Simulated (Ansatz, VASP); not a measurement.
## One calculation of AlN, two programs

INCAR

```
SYSTEM = AlN
ALGO = Normal
EDIFF = 1E-7
EDIFFG = -0.002
ENCUT = 600
GGA = PE
GGA_COMPAT = .FALSE.
IBRION = 2
ISIF = 3
ISMEAR = 0
IVDW = 12
LASPH = .TRUE.
LCHARG = .FALSE.
LREAL = .FALSE.
LWAVE = .FALSE.
NELM = 120
NELMIN = 4
NSW = 100
PREC = Accurate
SIGMA = 0.02
```

The input KPOINTS:

```
k-points
0
G
  10 10 10
  0 0 0
```

POSCAR

```
AlN
1.0
    0.0000000000      2.0345180000      2.0345180000
    2.0345180000      0.0000000000      2.0345180000
    2.0345180000      2.0345180000      0.0000000000
Al N
1 1
Direct
    0.5000000000      0.5000000000      0.5000000000
    0.0000000000      0.0000000000      0.0000000000
```

Input for Ansatz:

```yaml
crystal:
  lattice:
    - [0.0, 2.034518, 2.034518]
    - [2.034518, 0.0, 2.034518]
    - [2.034518, 2.034518, 0.0]
  atoms:
    - { symbol: Al, position: [0.5, 0.5, 0.5] }
    - { symbol: "N", position: [0.0, 0.0, 0.0] }
basis:
  ecutwfc: 420
kpoints:
  mp_grid: { grid: [10, 10, 10] }
hamiltonian:
  xc: pbe
  dispersion: d3bj
  pseudopotentials: { kind: paw, azcp: { folder: soft_1 } }
scf:
  occupations: { method: gaussian, width: 0.02 }
output:
  forces: true
  stress: true
  eigenvalues: true
  write_density: true
  write_potential: true
  elf: true
  volumetric_format: npy
relax:
  adjacent_minimum: "off"
  f_tol: 0.002
  max_steps: 80
  cell: { stress_tol: 0.02 }
```

Alike in both runs: task relaxation of cell and atoms; functional PBE; dispersion D3(BJ); k mesh 10 × 10 × 10; occupations gaussian, width 0.02 eV; no spin polarisation.

|  | VASP | Ansatz |
| --- | --- | --- |
| version | VASP 6.6.1 | Ansatz 0.2.0 |
| potentials or method | VASP PAW PBE potentials, release 64 (Al, N), cutoff 600 eV | scalar-relativistic, plane waves, PAW |
| valence electrons in the cell | 8 | 8 |

```csv
,VASP,Ansatz,Ansatz less VASP
"gap on the k mesh at the Fermi level, each at its own relaxed structure (eV)",4.68,4.69,+0.011
relaxed volume (Å³/atom),8.20,8.21,+0.009
relaxed cell length with the largest relative difference (Å),2.852,2.853,+0.0010
```
